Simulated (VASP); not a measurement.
# Ru in VASP: single point with PBEsol

Aim: the single point of Ru with PBEsol.

Program: VASP 6.6.1. These are calculated values, not measurements. Logs are shortened: lines on timing, memory, paths and dates and some standing lists are left out, and cuts for length are marked.

### Step 1. The cell of the first run

The cell holds a wire or tube with vacuum around it, 6 atoms: a = 13.000 Å, b = 13.200 Å, c = 4.129 Å, α = 90.00°, β = 90.00°, γ = 90.00°.

### Step 2. Single point, PBEsol

INCAR reads:

```
SYSTEM = Ru
PREC = Accurate
ENCUT = 420
EDIFF = 1E-6
ISMEAR = 0
SIGMA = 0.05
LREAL = .False.
LASPH = .True.
NELM = 120
ALGO = Normal
ISIF = 2
LWAVE = .False.
LCHARG = .False.
GGA = PS
NBANDS = 57
GGA_COMPAT = .False.
```

KPOINTS reads:

```
Automatic mesh
0
Gamma
  1 1 13
  0 0 0
```

POSCAR reads:

```
Ru
1.0
   13.0000000000      0.0000000000      0.0000000000
    0.0000000000     13.2000000000      0.0000000000
    0.0000000000      0.0000000000      4.1293861330
Ru
6
Direct
    0.5139077116      0.3969032447      0.2500000000
    0.4156769928      0.5626046562      0.2500000000
    0.6053405128      0.5605551622      0.2500000000
    0.3946594872      0.4394448378      0.7500000000
    0.5843230072      0.4373953438      0.7500000000
    0.4860922884      0.6030967553      0.7500000000
```

Potentials or basis: VASP PAW PBE potentials, release 64 (Ru_sv).

Started as:

```sh
$ cat potpaw_PBE.64/Ru_sv/POTCAR > POTCAR
$ mpirun -np 1 vasp_std > vasp.out
```

OUTCAR:

```text
SYSTEM = Ru
   PREC = Accurate
   ENCUT = 420
   EDIFF = 1E-6
   ISMEAR = 0
   LREAL = .False.
   LASPH = .True.
   NELM = 120
   ISIF = 2
   GGA = PS

 ion  position               nearest neighbor table
   1  0.514  0.397  0.250-   5 2.32   5 2.32   3 2.47   2 2.53   4 2.64   4 2.64
   2  0.416  0.563  0.250-   6 2.32   6 2.32   3 2.47   1 2.53   4 2.64   4 2.64
   3  0.605  0.561  0.250-   1 2.47   2 2.47   5 2.64   5 2.64   6 2.64   6 2.64
   4  0.395  0.439  0.750-   6 2.47   5 2.47   2 2.64   2 2.64   1 2.64   1 2.64
   5  0.584  0.437  0.750-   1 2.32   1 2.32   4 2.47   6 2.53   3 2.64   3 2.64
   6  0.486  0.603  0.750-   2 2.32   2 2.32   4 2.47   5 2.53   3 2.64   3 2.64

  LATTYP: Found a simple orthorhombic cell.
 ALAT       =     4.1293861330
 B/A-ratio  =     3.1481676892
 C/A-ratio  =     3.1966010382

  Lattice vectors:

 A1 = (   0.0000000000,   0.0000000000,   4.1293861330)
 A2 = (  13.0000000000,   0.0000000000,   0.0000000000)
 A3 = (   0.0000000000,  13.2000000000,   0.0000000000)

Analysis of symmetry for initial positions (statically):
=====================================================================
 Subroutine PRICEL returns:
 Original cell was already a primitive cell.

 Routine SETGRP: Setting up the symmetry group for a
 simple orthorhombic supercell.

 Subroutine GETGRP returns: Found  4 space group operations
 (whereof  2 operations were pure point group operations)
 out of a pool of  8 trial point group operations.

The static configuration has the point symmetry S_2 .
 The point group associated with its full space group is C_2h.

Analysis of symmetry for dynamics (positions and initial velocities):
=====================================================================
 Subroutine PRICEL returns:
 Original cell was already a primitive cell.

 Routine SETGRP: Setting up the symmetry group for a
 simple orthorhombic supercell.

 Subroutine GETGRP returns: Found  4 space group operations
 (whereof  2 operations were pure point group operations)
 out of a pool of  8 trial point group operations.

The dynamic configuration has the point symmetry S_2 .
 The point group associated with its full space group is C_2h.

 Subroutine INISYM returns: Found  4 space group operations
 (whereof  2 operations are pure point group operations),
 and found     1 'primitive' translations

----------------------------------------------------------------------------------------

                                     Primitive cell

  volume of cell :     708.6027

  direct lattice vectors                    reciprocal lattice vectors
    13.000000000  0.000000000  0.000000000     0.076923077  0.000000000  0.000000000
     0.000000000 13.200000000  0.000000000     0.000000000  0.075757576  0.000000000
     0.000000000  0.000000000  4.129386133     0.000000000  0.000000000  0.242166745

  length of vectors
    13.000000000 13.200000000  4.129386133     0.076923077  0.075757576  0.242166745

  position of ions in fractional coordinates (direct lattice)
     0.513907712  0.396903245  0.250000000
     0.415676993  0.562604656  0.250000000
     0.605340513  0.560555162  0.250000000
     0.394659487  0.439444838  0.750000000
     0.584323007  0.437395344  0.750000000
     0.486092288  0.603096755  0.750000000

  ion indices of the primitive-cell ions
   primitive index   ion index
                 1           1
                 2           2
                 3           3
                 4           4
                 5           5
                 6           6

----------------------------------------------------------------------------------------

 KPOINTS: Automatic mesh

Automatic generation of k-mesh.
 Grid dimensions read from file:
 generate k-points for:    1    1   13

 Generating k-lattice:

  Cartesian coordinates                     Fractional coordinates (reciprocal lattice)
     0.076923077  0.000000000  0.000000000     1.000000000  0.000000000  0.000000000
     0.000000000  0.075757576  0.000000000     0.000000000  1.000000000  0.000000000
     0.000000000  0.000000000  0.018628211     0.000000000  0.000000000  0.076923077

  Length of vectors
     0.076923077  0.075757576  0.018628211

  Shift w.r.t. Gamma in fractional coordinates (k-lattice)
     0.000000000  0.000000000  0.000000000

 Subroutine IBZKPT returns following result:
 ===========================================

 Found      7 irreducible k-points:

 Following reciprocal coordinates:
            Coordinates               Weight
  0.000000  0.000000  0.000000      1.000000
  0.000000  0.000000  0.076923      2.000000
  0.000000  0.000000  0.153846      2.000000
  0.000000  0.000000  0.230769      2.000000
  0.000000  0.000000  0.307692      2.000000
  0.000000  0.000000  0.384615      2.000000
  0.000000  0.000000  0.461538      2.000000
   k-points           NKPTS =      7   k-points in BZ     NKDIM =      7   number of bands    NBANDS=     57
   number of dos      NEDOS =    301   number of ions     NIONS =      6
   total plane-waves  NPLWV = 226800
   dimension x,y,z NGX =    90 NGY =   90 NGZ =   28
   dimension x,y,z NGXF=   180 NGYF=  180 NGZF=   56
   ions per type =               6
   NGX,Y,Z   is equivalent  to a cutoff of  11.51, 11.33, 11.27 a.u.
   NGXF,Y,Z  is equivalent  to a cutoff of  23.02, 22.67, 22.55 a.u.
 SYSTEM =  Ru
   PREC   = accura    normal or accurate (medium, high low for compatibility)
   ISTART =      0    job   : 0-new  1-cont  2-samecut
   ICHARG =      2    charge: 1-file 2-atom 10-const
   ISPIN  =      1    spin polarized calculation?
   LNONCOLLINEAR =      F non collinear calculations
   LSORBIT =      F    spin-orbit coupling
   LASPH  =      T    aspherical Exc in radial PAW
   ENCUT  =  420.0 eV  30.87 Ry    5.56 a.u.  21.72 22.06  6.90*2*pi/ulx,y,z
   NELM   =    120;   NELMIN=  2; NELMDL= -5     # of ELM steps
   EDIFF  = 0.1E-05   stopping-criterion for ELM
   LREAL  =      F    real-space projection
[... 7 lines left out ...]
   TEBEG  =    0.0;   TEEND  =   0.0 temperature during run
   PSTRESS=    0.0 pullay stress
   NELECT =      96.0000    total number of electrons
   NUPDOWN=      -1.0000    fix difference up-down
   EMIN   =  10.00;   EMAX   =-10.00  energy-range for DOS
   EFERMI =   0.00;   METHOD = LEGACY
   ISMEAR =     0;   SIGMA  =   0.05  broadening in eV -4-tet -1-fermi 0-gaus
   EFERMI_NEDOS =   21; number of points for ismear=-14 and -15
   IALGO  =     38    algorithm
   IMIX   =      4    mixing-type and parameters
     AMIX     =   0.40;   BMIX     =  1.00
     AMIX_MAG =   1.60;   BMIX_MAG =  1.00
  volume/ion in A,a.u.               =     118.10       796.98
  Fermi-wavevector in a.u.,A,eV,Ry     =   0.840810  1.588900  9.618785  0.706961
  Thomas-Fermi vector in A             =   1.955252
   LORBIT       =      0    0 simple, 1 ext, 2 COOP (PROOUT), +10 PAW based schemes
   GGA     = PS    functional components
   LHFCALC =     F    Hartree Fock is set to
   AEXX    =    0.0000 exact exchange contribution
   IVDW    =     0    specifies the selected vdW correction
   LEPSILON=     F    determine dielectric tensor
   LRPA    =     F    only Hartree local field effects (RPA)
 non-spin polarized calculation
 Gauss-broadening in eV      SIGMA  =   0.05
  energy-cutoff  :      420.00
  volume of cell :      708.60
 maximum number of plane-waves:     13872
 NGX is ok and might be reduce to    90
   NGX = 43   NGY = 45   NGZ = 13

 number of electron      96.0000015 magnetization

 Free energy of the ion-electron system (eV)
  ---------------------------------------------------
  ext. energy  EPLUGINS =         0.00000000
  ---------------------------------------------------
  free energy    TOTEN  =       -46.00488197 eV

  energy without entropy =      -45.99091540  energy(sigma->0) =      -45.99789868

 E-fermi :  -1.9266     XC(G=0):  -2.8335

 val. band max:       -1.9288814921   @ k =   0.0000   0.0000   0.0769
 cond. band min:      -1.9090300036   @ k =   0.0000   0.0000   0.0000
 fundamental gap:      0.0198514885
 Fermi energy:        -1.9265515386

 k-point     1 :       0.0000    0.0000    0.0000
  band No.  band energies     occupation
      1     -75.0441      2.00000
      2     -74.9690      2.00000
      3     -74.7190      2.00000
      4     -74.6619      2.00000
      5     -74.2723      2.00000
      6     -74.2573      2.00000
[... 49 lines left out ...]
     56      -0.9531      0.00000
     57       0.3672      0.00000

 k-point     2 :       0.0000    0.0000    0.0769
  band No.  band energies     occupation
      1     -75.0394      2.00000
      2     -74.9646      2.00000
      3     -74.7237      2.00000
      4     -74.6665      2.00000
      5     -74.2723      2.00000
      6     -74.2576      2.00000
[... 49 lines left out ...]
     56      -0.9454      0.00000
     57       0.4017      0.00000

 k-point     3 :       0.0000    0.0000    0.1538
  band No.  band energies     occupation
      1     -75.0255      2.00000
      2     -74.9517      2.00000
      3     -74.7374      2.00000
      4     -74.6799      2.00000
      5     -74.2721      2.00000
      6     -74.2585      2.00000
[... 49 lines left out ...]
     56      -0.7441      0.00000
     57      -0.0573      0.00000

 k-point     4 :       0.0000    0.0000    0.2308
  band No.  band energies     occupation
      1     -75.0033      2.00000
      2     -74.9310      2.00000
      3     -74.7595      2.00000
      4     -74.7012      2.00000
      5     -74.2717      2.00000
      6     -74.2599      2.00000
[... 49 lines left out ...]
     56      -0.5881      0.00000
     57      -0.2838      0.00000

 k-point     5 :       0.0000    0.0000    0.3077
  band No.  band energies     occupation
      1     -74.9739      2.00000
      2     -74.9037      2.00000
      3     -74.7887      2.00000
      4     -74.7293      2.00000
      5     -74.2709      2.00000
      6     -74.2618      2.00000
[... 49 lines left out ...]
     56      -0.5677      0.00000
     57      -0.4162      0.00000

 k-point     6 :       0.0000    0.0000    0.3846
  band No.  band energies     occupation
      1     -74.9391      2.00000
      2     -74.8712      2.00000
      3     -74.8234      2.00000
      4     -74.7624      2.00000
      5     -74.2696      2.00000
      6     -74.2639      2.00000
[... 49 lines left out ...]
     56      -0.6291      0.00000
     57      -0.2558      0.00000

 k-point     7 :       0.0000    0.0000    0.4615
  band No.  band energies     occupation
      1     -74.9009      2.00000
      2     -74.8616      2.00000
      3     -74.8354      2.00000
      4     -74.7984      2.00000
      5     -74.2680      2.00000
      6     -74.2660      2.00000
[... 49 lines left out ...]
     56      -0.7136      0.00000
     57       0.1615      0.00000

------------------------ aborting loop because EDIFF is reached ----------------------------------------

  FORCE on cell =-STRESS in cart. coord.  units (eV):
  Direction    XX          YY          ZZ          XY          YZ          ZX
  --------------------------------------------------------------------------------------
  -------------------------------------------------------------------------------------
  Total       -0.8138533     -0.8203723     -0.9426187      0.0024090      0.0000000      0.0000000
  in kB       -1.8401529     -1.8548927     -2.1312964      0.0054469      0.0000000      0.0000000
  external PRESSURE =      -1.9421140 kB  Pullay stress =       0.0000000 kB

 VOLUME and BASIS-vectors are now :
 -----------------------------------------------------------------------------
  energy-cutoff  :      420.00
  volume of cell :      708.60
      direct lattice vectors                 reciprocal lattice vectors
    13.000000000  0.000000000  0.000000000     0.076923077  0.000000000  0.000000000
     0.000000000 13.200000000  0.000000000     0.000000000  0.075757576  0.000000000
     0.000000000  0.000000000  4.129386133     0.000000000  0.000000000  0.242166745

 POSITION                                       TOTAL-FORCE (eV/Angst)
 -----------------------------------------------------------------------------------
      6.68080      5.23912      1.03235         0.001922      0.000651      0.000000
      5.40380      7.42638      1.03235         0.002394     -0.001042     -0.000000
      7.86943      7.39933      1.03235         0.000208      0.000656      0.000000
      5.13057      5.80067      3.09704        -0.000208     -0.000656      0.000000
      7.59620      5.77362      3.09704        -0.002394      0.001042      0.000000
      6.31920      7.96088      3.09704        -0.001922     -0.000651     -0.000000
 -----------------------------------------------------------------------------------
    total drift:                                0.000000     -0.000000     -0.000000

  FREE ENERGIE OF THE ION-ELECTRON SYSTEM (eV)
  ---------------------------------------------------
  free  energy   TOTEN  =       -46.0048819679 eV

  energy  without entropy=      -45.9909153957  energy(sigma->0) =      -45.99789868
```

Wall time 4 min (1 thread of Intel Xeon Platinum 8488C (Sapphire Rapids), shared host); peak memory 0.52 GiB.

Results:

```yaml
Free_energy: -46.0049 eV
Band_gap_on_the_k_mesh: zero (bands 48 and 49 overlap by 0.23 eV)
```

Forces on the atoms (eV/Å):
```
Ru   0.002  0.001  0.000
Ru   0.002 -0.001  0.000
Ru   0.000  0.001  0.000
Ru   0.000 -0.001  0.000
Ru  -0.002  0.001  0.000
Ru  -0.002 -0.001  0.000
```

Levels at points of the mesh, in eV from the Fermi level:
```csv
k point,band 44,band 45,band 46,band 47,band 48,band 49,band 50,band 51,band 52,band 53
"(0.00, 0.00, 0.00)",-0.94,-0.80,-0.69,-0.40,-0.24,0.02,0.06,0.19,0.29,0.36
```

Caveat: the PAW data sets were made with another functional, which shifts forces and pressure a little.
